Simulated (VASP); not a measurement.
# Ca (Im-3m) in VASP: notebook

Aim: see how the results for Ca move with the level of theory and the settings. Levels: LDA, PBEsol, r2SCAN. Tasks: electric field gradients.

Program: VASP 6.6.1. These are calculated values, not measurements. Logs are shortened: lines on timing, memory, paths and dates and some standing lists are left out, and cuts for length are marked.

## 1. The cell of the first run

The structure is cubic, space group Im-3m (No. 229). Conventional cell: a = 4.480 Å, b = 4.480 Å, c = 4.480 Å, α = 90.00°, β = 90.00°, γ = 90.00°. Within 5.1 Å of Ca (site symmetry m-3m) lie 14 Ca at 3.88 to 4.48 Å.

This isn't the form of Ca at room conditions, which is fcc.

## 2. Electric field gradients, LDA

INCAR reads:

```
SYSTEM = Ca
PREC = Accurate
ENCUT = 520
EDIFF = 1E-8
ISMEAR = -1
SIGMA = 0.05
LREAL = .False.
LASPH = .True.
NELM = 100
ALGO = Normal
ISIF = 2
LWAVE = .False.
LCHARG = .False.
GGA = CA
LEFG = .True.
NBANDS = 11
```

KPOINTS reads:

```
regular mesh
0
Gamma
  10 10 10
  0 0 0
```

POSCAR reads:

```
Ca
1.0
   -2.2400000000      2.2400000000      2.2400000000
    2.2400000000     -2.2400000000      2.2400000000
    2.2400000000      2.2400000000     -2.2400000000
Ca
1
Direct
    0.0000000000      0.0000000000      0.0000000000
```

Potentials or basis: VASP PAW LDA potentials, release 64 (Ca_sv).

Started as:

```console
$ cat potpaw_LDA.64/Ca_sv/POTCAR > POTCAR
$ mpirun -np 1 vasp_std > vasp.out
```

OUTCAR:

```text
SYSTEM = Ca
   PREC = Accurate
   ENCUT = 520
   EDIFF = 1E-8
   ISMEAR = -1
   LREAL = .False.
   LASPH = .True.
   NELM = 100
   ISIF = 2
   GGA = CA

 ion  position               nearest neighbor table
   1  0.000  0.000  0.000-

  LATTYP: Found a body centered cubic cell.
 ALAT       =     4.4800000000

  Lattice vectors:

 A1 = (  -2.2400000000,   2.2400000000,   2.2400000000)
 A2 = (   2.2400000000,  -2.2400000000,   2.2400000000)
 A3 = (   2.2400000000,   2.2400000000,  -2.2400000000)

Analysis of symmetry for initial positions (statically):
=====================================================================
 Subroutine PRICEL returns:
 Original cell was already a primitive cell.

 Routine SETGRP: Setting up the symmetry group for a
 body centered cubic supercell.

 Subroutine GETGRP returns: Found 48 space group operations
 (whereof 48 operations were pure point group operations)
 out of a pool of 48 trial point group operations.

The static configuration has the point symmetry O_h .

Analysis of symmetry for dynamics (positions and initial velocities):
=====================================================================
 Subroutine PRICEL returns:
 Original cell was already a primitive cell.

 Routine SETGRP: Setting up the symmetry group for a
 body centered cubic supercell.

 Subroutine GETGRP returns: Found 48 space group operations
 (whereof 48 operations were pure point group operations)
 out of a pool of 48 trial point group operations.

The dynamic configuration has the point symmetry O_h .

 Subroutine INISYM returns: Found 48 space group operations
 (whereof 48 operations are pure point group operations),
 and found     1 'primitive' translations

----------------------------------------------------------------------------------------

                                     Primitive cell

  volume of cell :      44.9577

  direct lattice vectors                    reciprocal lattice vectors
    -2.240000000  2.240000000  2.240000000     0.000000000  0.223214286  0.223214286
     2.240000000 -2.240000000  2.240000000     0.223214286  0.000000000  0.223214286
     2.240000000  2.240000000 -2.240000000     0.223214286  0.223214286  0.000000000

  length of vectors
     3.879793809  3.879793809  3.879793809     0.315672670  0.315672670  0.315672670

  position of ions in fractional coordinates (direct lattice)
     0.000000000  0.000000000  0.000000000

  ion indices of the primitive-cell ions
   primitive index   ion index
                 1           1

----------------------------------------------------------------------------------------

 KPOINTS: regular mesh

Automatic generation of k-mesh.
 Grid dimensions read from file:
 generate k-points for:   10   10   10

 Generating k-lattice:

  Cartesian coordinates                     Fractional coordinates (reciprocal lattice)
     0.000000000  0.022321429  0.022321429     0.100000000  0.000000000  0.000000000
     0.022321429  0.000000000  0.022321429     0.000000000  0.100000000  0.000000000
     0.022321429  0.022321429  0.000000000     0.000000000  0.000000000  0.100000000

  Length of vectors
     0.031567267  0.031567267  0.031567267

  Shift w.r.t. Gamma in fractional coordinates (k-lattice)
     0.000000000  0.000000000  0.000000000

 Subroutine IBZKPT returns following result:
 ===========================================

 Found     47 irreducible k-points:

 Following reciprocal coordinates:
            Coordinates               Weight
  0.000000  0.000000  0.000000      1.000000
  0.100000  0.000000  0.000000     12.000000
  0.200000  0.000000  0.000000     12.000000
  0.300000  0.000000  0.000000     12.000000
  0.400000  0.000000  0.000000     12.000000
  0.500000  0.000000  0.000000      6.000000
[... 16 lines left out ...]
  0.300000  0.300000  0.100000      8.000000
 -0.300000  0.300000  0.100000     24.000000
 [... further k-points ...]
   k-points           NKPTS =     47   k-points in BZ     NKDIM =     47   number of bands    NBANDS=     11
   number of dos      NEDOS =    301   number of ions     NIONS =      1
   total plane-waves  NPLWV =  27000
   dimension x,y,z NGX =    30 NGY =   30 NGZ =   30
   dimension x,y,z NGXF=    60 NGYF=   60 NGZF=   60
   ions per type =               1
   NGX,Y,Z   is equivalent  to a cutoff of  12.85, 12.85, 12.85 a.u.
   NGXF,Y,Z  is equivalent  to a cutoff of  25.71, 25.71, 25.71 a.u.
 SYSTEM =  Ca
   PREC   = accura    normal or accurate (medium, high low for compatibility)
   ISTART =      0    job   : 0-new  1-cont  2-samecut
   ICHARG =      2    charge: 1-file 2-atom 10-const
   ISPIN  =      1    spin polarized calculation?
   LNONCOLLINEAR =      F non collinear calculations
   LSORBIT =      F    spin-orbit coupling
   LASPH  =      T    aspherical Exc in radial PAW
   ENCUT  =  520.0 eV  38.22 Ry    6.18 a.u.   7.21  7.21  7.21*2*pi/ulx,y,z
   NELM   =    100;   NELMIN=  2; NELMDL= -5     # of ELM steps
   EDIFF  = 0.1E-07   stopping-criterion for ELM
   LREAL  =      F    real-space projection
   EDIFFG = 0.1E-06   stopping-criterion for IOM
   NSW    =      0    number of steps for IOM
   IBRION =     -1    ionic relax: 0-MD 1-quasi-New 2-CG
   NFREE  =      0    steps in history (QN), initial steepest desc. (CG)
   ISIF   =      2    stress and relaxation
   ISYM   =      2    0-nonsym 1-usesym 2-fastsym
   POTIM  = 0.5000    time-step for ionic-motion
   TEBEG  =    0.0;   TEEND  =   0.0 temperature during run
   PSTRESS=    0.0 pullay stress
   NELECT =      10.0000    total number of electrons
   NUPDOWN=      -1.0000    fix difference up-down
   EMIN   =  10.00;   EMAX   =-10.00  energy-range for DOS
   EFERMI =   0.00;   METHOD = LEGACY
   ISMEAR =    -1;   SIGMA  =   0.05  broadening in eV -4-tet -1-fermi 0-gaus
   EFERMI_NEDOS =   21; number of points for ismear=-14 and -15
   IALGO  =     38    algorithm
   IMIX   =      4    mixing-type and parameters
     AMIX     =   0.40;   BMIX     =  1.00
     AMIX_MAG =   1.60;   BMIX_MAG =  1.00
  volume/ion in A,a.u.               =      44.96       303.39
  Fermi-wavevector in a.u.,A,eV,Ry     =   0.991913  1.874443 13.386649  0.983891
  Thomas-Fermi vector in A             =   2.123688
   LORBIT       =      0    0 simple, 1 ext, 2 COOP (PROOUT), +10 PAW based schemes
   GGA     = CA    functional components
   LHFCALC =     F    Hartree Fock is set to
   AEXX    =    0.0000 exact exchange contribution
   IVDW    =     0    specifies the selected vdW correction
   LEPSILON=     F    determine dielectric tensor
   LRPA    =     F    only Hartree local field effects (RPA)
 non-spin polarized calculation
  energy-cutoff  :      520.00
  volume of cell :       44.96
 maximum number of plane-waves:      1264
 NGX is ok and might be reduce to    30
   NGX = 15   NGY = 15   NGZ = 15

 number of electron      10.0000001 magnetization

 Free energy of the ion-electron system (eV)
  ---------------------------------------------------
  ext. energy  EPLUGINS =         0.00000000
  ---------------------------------------------------
  free energy    TOTEN  =        -2.13741165 eV

  energy without entropy =       -2.12341955  energy(sigma->0) =       -2.13041560

 E-fermi :   1.6050     XC(G=0):  -7.7621

 val. band max:        1.6023226478   @ k =   0.5000   0.5000   0.3000
 cond. band min:       1.6124153425   @ k =   0.4000   0.2000  -0.0000
 fundamental gap:      0.0100926947
 Fermi energy:         1.6049560195

 k-point     1 :       0.0000    0.0000    0.0000
  band No.  band energies     occupation
      1     -40.1728      2.00000
      2     -21.3870      2.00000
      3     -21.3870      2.00000
      4     -21.3870      2.00000
      5      -2.3594      2.00000
      6       3.6578      0.00000
      7       3.6578      0.00000
      8       3.6578      0.00000
      9       4.6567      0.00000
     10       4.6567      0.00000
     11      11.5644      0.00000

 k-point     2 :       0.1000    0.0000    0.0000
  band No.  band energies     occupation
      1     -40.1717      2.00000
      2     -21.3982      2.00000
      3     -21.3908      2.00000
      4     -21.3869      2.00000
      5      -2.1873      2.00000
      6       3.5596      0.00000
      7       3.5926      0.00000
      8       3.7843      0.00000
      9       4.5501      0.00000
     10       4.6609      0.00000
     11      11.2347      0.00000
[... 295 lines left out ...]
 k-point    24 :      -0.3000    0.3000    0.1000
  band No.  band energies     occupation
      1     -40.1641      2.00000
      2     -21.4617      2.00000
      3     -21.4171      2.00000
      4     -21.3956      2.00000
      5      -0.7605      2.00000
      6       2.7497      0.00000
      7       3.1579      0.00000
      8       4.1657      0.00000
      9       4.6660      0.00000
     10       4.8747      0.00000
     11       8.1309      0.00000

 [... further k-points ...]

------------------------ aborting loop because EDIFF is reached ----------------------------------------

  FORCE on cell =-STRESS in cart. coord.  units (eV):
  Direction    XX          YY          ZZ          XY          YZ          ZX
  --------------------------------------------------------------------------------------
  -------------------------------------------------------------------------------------
  Total       -0.6963926     -0.6963926     -0.6963926     -0.0000000      0.0000000      0.0000000
  in kB      -24.8176519    -24.8176519    -24.8176519     -0.0000000      0.0000000      0.0000000
  external PRESSURE =     -24.8176519 kB  Pullay stress =       0.0000000 kB

 VOLUME and BASIS-vectors are now :
 -----------------------------------------------------------------------------
  energy-cutoff  :      520.00
  volume of cell :       44.96
      direct lattice vectors                 reciprocal lattice vectors
    -2.240000000  2.240000000  2.240000000     0.000000000  0.223214286  0.223214286
     2.240000000 -2.240000000  2.240000000     0.223214286  0.000000000  0.223214286
     2.240000000  2.240000000 -2.240000000     0.223214286  0.223214286  0.000000000

 POSITION                                       TOTAL-FORCE (eV/Angst)
 -----------------------------------------------------------------------------------
      0.00000      0.00000      0.00000         0.000000     -0.000000     -0.000000
 -----------------------------------------------------------------------------------
    total drift:                               -0.000000     -0.000000      0.000000

  FREE ENERGIE OF THE ION-ELECTRON SYSTEM (eV)
  ---------------------------------------------------
  free  energy   TOTEN  =        -2.1374116483 eV

  energy  without entropy=       -2.1234195522  energy(sigma->0) =       -2.13041560

 Electric field gradients (V/A^2)
---------------------------------------------------------------------
 ion       V_xx      V_yy      V_zz      V_xy      V_xz      V_yz
---------------------------------------------------------------------
   1      -0.000    -0.000     0.000     0.001     0.001     0.001
---------------------------------------------------------------------

 Electric field gradients after diagonalization (V/A^2)
 (convention: |V_zz| > |V_xx| > |V_yy|)
----------------------------------------------------------------------
 ion       V_xx      V_yy      V_zz     asymmetry (V_yy - V_xx)/ V_zz
----------------------------------------------------------------------
   1      -0.001    -0.001     0.001       0.000
----------------------------------------------------------------------

           NMR quadrupolar parameters

 Cq : quadrupolar parameter    Cq=e*Q*V_zz/h
 eta: asymmetry parameters     (V_yy - V_xx)/ V_zz
 Q  : nuclear electric quadrupole moment in mb (millibarn)
----------------------------------------------------------------------
 ion       Cq(MHz)       eta       Q (mb)
----------------------------------------------------------------------
   1       0.000       0.000       1.000
----------------------------------------------------------------------
```

Wall time 22 s (1 thread of Intel Xeon 8259CL, shared host); peak memory 0.16 GiB.

What came out:

* Free energy: -2.1374 eV
* Pressure: -2.5 GPa
* Band gap on the k mesh: zero (bands 5 and 6 overlap by 0.22 eV)
* Largest electric field gradient by atom: zero within the noise of the run

## 3. Electric field gradients, PBEsol

INCAR reads:

```
  ALGO = Normal
  EDIFF = 1E-8
  ENCUT = 520
  GGA = PS
  ISIF = 2
  ISMEAR = -1
  LASPH = True
  LCHARG = False
  LEFG = True
  LREAL = False
  LWAVE = False
  NBANDS = 11
  NELM = 100
  PREC = Accurate
  SIGMA = 0.05
```

KPOINTS reads:

```
k-points
0
Gamma
  10 10 10
```

POSCAR is that of step 2.

Potentials or basis: VASP PAW PBE potentials, release 64 (Ca_sv).

Started as:

```console
$ cat potpaw_PBE.64/Ca_sv/POTCAR > POTCAR
$ mpirun -np 1 vasp_std > vasp.out
```

OUTCAR:

```text
EDIFF = 1E-8
   ENCUT = 520
   GGA = PS
   ISIF = 2
   ISMEAR = -1
   LASPH = True
   LREAL = False
   NELM = 100
   PREC = Accurate

 ion  position               nearest neighbor table
   1  0.000  0.000  0.000-

  LATTYP: Found a body centered cubic cell.
 ALAT       =     4.4800000000

  Lattice vectors:

 A1 = (  -2.2400000000,   2.2400000000,   2.2400000000)
[... 543 lines left out ...]
    total drift:                               -0.000000     -0.000000      0.000000

  FREE ENERGIE OF THE ION-ELECTRON SYSTEM (eV)
  ---------------------------------------------------
  free  energy   TOTEN  =        -2.1030863289 eV

  energy  without entropy=       -2.0898354726  energy(sigma->0) =       -2.09646090

 Electric field gradients (V/A^2)
---------------------------------------------------------------------
 ion       V_xx      V_yy      V_zz      V_xy      V_xz      V_yz
---------------------------------------------------------------------
   1      -0.000    -0.000    -0.000     0.001     0.001     0.001
---------------------------------------------------------------------

 Electric field gradients after diagonalization (V/A^2)
 (convention: |V_zz| > |V_xx| > |V_yy|)
----------------------------------------------------------------------
 ion       V_xx      V_yy      V_zz     asymmetry (V_yy - V_xx)/ V_zz
----------------------------------------------------------------------
   1      -0.001    -0.001     0.001       0.000
----------------------------------------------------------------------

           NMR quadrupolar parameters

 Cq : quadrupolar parameter    Cq=e*Q*V_zz/h
 eta: asymmetry parameters     (V_yy - V_xx)/ V_zz
 Q  : nuclear electric quadrupole moment in mb (millibarn)
----------------------------------------------------------------------
 ion       Cq(MHz)       eta       Q (mb)
----------------------------------------------------------------------
   1       0.000       0.000       1.000
----------------------------------------------------------------------
```

It took 24 s on 1 thread of Intel Xeon 8259CL, shared host; peak memory 0.18 GiB.

Results:

| Quantity | Value |
| --- | --- |
| Free energy | -2.1031 eV |
| Pressure | -1.5 GPa |
| Band gap on the k mesh | zero (bands 5 and 6 overlap by 0.27 eV) |
| Largest electric field gradient by atom | zero within the noise of the run |

Caveat: the PAW data sets were made with another functional, which shifts forces and pressure a little.

(Part 1 of 2 ends here.)
